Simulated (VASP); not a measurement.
# Rh (Fm-3m) in VASP: a series of runs, part 2 of 2

VASP 6.6.1. The steps go on from the part before.

### 4 Relaxation of cell and atoms, PBE

This run uses another cell than the first one, of 14.06 Å³/atom.

File INCAR:

```
PREC = Accurate
ENCUT = 600
EDIFF = 1E-7
ISMEAR = 0
SIGMA = 0.1
LREAL = F
LASPH = T
NELM = 60
ALGO = Normal
ISIF = 3
LWAVE = F
LCHARG = F
GGA = PE
IBRION = 2
NSW = 50
EDIFFG = -0.02
```

File KPOINTS:

```
regular mesh
0
Gamma
  11 11 11
```

File POSCAR:

```
Rh
1.0
    0.0000000000      1.9158105854      1.9158105854
    1.9158105854      0.0000000000      1.9158105854
    1.9158105854      1.9158105854      0.0000000000
Rh
1
Direct
    0.0000000000      0.0000000000      0.0000000000
```

Potentials or basis: VASP PAW PBE potentials, release 64 (Rh_pv).

Command:

```console
cat potpaw_PBE.64/Rh_pv/POTCAR > POTCAR
mpirun -np 1 vasp_std > vasp.out
```

OUTCAR:

```text
PREC = Accurate
   ENCUT = 600
   EDIFF = 1E-7
   ISMEAR = 0
   LREAL = F
   LASPH = T
   NELM = 60
   ISIF = 3
   GGA = PE
   IBRION = 2
   NSW = 50
   EDIFFG = -0.02

 ion  position               nearest neighbor table
   1  0.000  0.000  0.000-

  LATTYP: Found a face centered cubic cell.
 ALAT       =     3.8316211708

  Lattice vectors:

 A1 = (   0.0000000000,   1.9158105854,   1.9158105854)
 A2 = (   1.9158105854,   0.0000000000,   1.9158105854)
 A3 = (   1.9158105854,   1.9158105854,   0.0000000000)

Analysis of symmetry for initial positions (statically):
=====================================================================
 Subroutine PRICEL returns:
 Original cell was already a primitive cell.

 Routine SETGRP: Setting up the symmetry group for a
 face centered cubic supercell.

 Subroutine GETGRP returns: Found 48 space group operations
 (whereof 48 operations were pure point group operations)
 out of a pool of 48 trial point group operations.

The static configuration has the point symmetry O_h .

Analysis of symmetry for dynamics (positions and initial velocities):
=====================================================================
 Subroutine PRICEL returns:
 Original cell was already a primitive cell.

 Routine SETGRP: Setting up the symmetry group for a
 face centered cubic supercell.

 Subroutine GETGRP returns: Found 48 space group operations
 (whereof 48 operations were pure point group operations)
 out of a pool of 48 trial point group operations.

The dynamic configuration has the point symmetry O_h .

 Subroutine INISYM returns: Found 48 space group operations
 (whereof 48 operations are pure point group operations),
 and found     1 'primitive' translations

----------------------------------------------------------------------------------------

                                     Primitive cell

  volume of cell :      14.0633
[... 113 lines left out ...]
   LHFCALC =     F    Hartree Fock is set to
   AEXX    =    0.0000 exact exchange contribution
   IVDW    =     0    specifies the selected vdW correction
   LEPSILON=     F    determine dielectric tensor
   LRPA    =     F    only Hartree local field effects (RPA)
 conjugate gradient relaxation of ions
 non-spin polarized calculation
 Gauss-broadening in eV      SIGMA  =   0.10
  energy-cutoff  :      600.00
  volume of cell :       14.06
 maximum number of plane-waves:       495
 NGX is ok and might be reduce to    24
   NGX = 11   NGY = 11   NGZ = 11

 number of electron      15.0000000 magnetization

 Free energy of the ion-electron system (eV)
  ---------------------------------------------------
  ext. energy  EPLUGINS =         0.00000000
  ---------------------------------------------------
  free energy    TOTEN  =        -7.25417073 eV

  energy without entropy =       -7.24454113  energy(sigma->0) =       -7.24935593

 E-fermi :  11.4941     XC(G=0): -13.8819

 val. band max:       11.4931629598   @ k =   0.3636   0.3636   0.0000
 cond. band min:      11.5047927980   @ k =   0.3636   0.0000   0.0000
 fundamental gap:      0.0116298382
 Fermi energy:        11.4940539338

 k-point     1 :       0.0000    0.0000    0.0000
  band No.  band energies     occupation
      1     -34.8208      2.00000
      2     -34.8208      2.00000
      3     -34.8208      2.00000
      4       3.7011      2.00000
      5       8.5383      2.00000
      6       8.5383      2.00000
      7       8.5383      2.00000
      8      10.5518      2.00000
      9      10.5518      2.00000
     10      27.5031      0.00000
     11      32.1492      0.00000
[... 309 lines left out ...]
 k-point    24 :      -0.1818    0.1818    0.0000
  band No.  band energies     occupation
      1     -35.1956      2.00000
      2     -34.9803      2.00000
      3     -34.8687      2.00000
      4       6.3474      2.00000
      5       7.6654      2.00000
      6       8.7331      2.00000
      7       9.6442      2.00000
      8       9.6928      2.00000
      9      12.1714      0.00000
     10      26.8068      0.00000
     11      28.2829      0.00000

 [... further k-points ...]

------------------------ aborting loop because EDIFF is reached ----------------------------------------

  FORCE on cell =-STRESS in cart. coord.  units (eV):
  Direction    XX          YY          ZZ          XY          YZ          ZX
  --------------------------------------------------------------------------------------
  -------------------------------------------------------------------------------------
  Total       -0.0046947     -0.0046947     -0.0046947      0.0000000      0.0000000      0.0000000
  in kB       -0.5348539     -0.5348539     -0.5348539      0.0000000      0.0000000      0.0000000
  external PRESSURE =      -0.5348539 kB  Pullay stress =       0.0000000 kB

 VOLUME and BASIS-vectors are now :
 -----------------------------------------------------------------------------
  energy-cutoff  :      600.00
  volume of cell :       14.06
      direct lattice vectors                 reciprocal lattice vectors
     0.000000000  1.915810585  1.915810585    -0.260986135  0.260986135  0.260986135
     1.915810585  0.000000000  1.915810585     0.260986135 -0.260986135  0.260986135
     1.915810585  1.915810585  0.000000000     0.260986135  0.260986135 -0.260986135

 POSITION                                       TOTAL-FORCE (eV/Angst)
 -----------------------------------------------------------------------------------
      0.00000      0.00000      0.00000         0.000000      0.000000      0.000000
 -----------------------------------------------------------------------------------
    total drift:                               -0.000000     -0.000000     -0.000000

  FREE ENERGIE OF THE ION-ELECTRON SYSTEM (eV)
  ---------------------------------------------------
  free  energy   TOTEN  =        -7.2541707309 eV

  energy  without entropy=       -7.2445411338  energy(sigma->0) =       -7.24935593

 reached required accuracy - stopping structural energy minimisation
```

Run time: 11 s. Hardware: 1 thread of Intel Xeon 8259CL, shared host; peak memory 0.14 GiB.

What came out:

* Free energy: -7.2542 eV
* Pressure after relaxing: -0.1 GPa
* Band gap on the k mesh: zero (an odd number of electrons rules out a gap without spin polarisation)

Final structure:
```xyz
1
Lattice="0.0000 1.9158 1.9158 1.9158 0.0000 1.9158 1.9158 1.9158 0.0000" Properties=species:S:1:pos:R:3 pbc="T T T"
Rh    0.0000    0.0000    0.0000
```

Levels at points of the mesh, in eV from the Fermi level:
```tsv
k point	band 4	band 5	band 6	band 7	band 8	band 9	band 10	band 11
(0.00, 0.00, 0.00)	-7.79	-2.96	-2.96	-2.96	-0.94	-0.94	16.01	20.66
```

Caveat: the relaxation stopped at its first step, so nothing moved.

### 5 Overview

| task | cell | cutoff (eV) | gap on the mesh (eV) | pressure (GPa) |
| --- | --- | --- | --- | --- |
| relaxation of cell and atoms | relaxed from a = 2.687 Å, angles 60.0°, 1 atom | 500 | none | -0.1 |
| single point | a = 2.709 Å, angles 60.0°, 1 atom | 520 | none | 0.2 |
| relaxation of cell and atoms | relaxed from a = 2.709 Å, angles 60.0°, 1 atom | 600 | none | -0.1 |

Alike in all rows: level PBE; potentials or basis VASP PAW PBE potentials, release 64 (Rh_pv); no spin polarisation; k mesh 11 × 11 × 11; smearing gaussian 0.1 eV.

Caveats: the relaxation stopped at its first step, so nothing moved (at least some runs).

Total energies depend on the potentials used, so only differences within one code and one set of settings carry meaning.
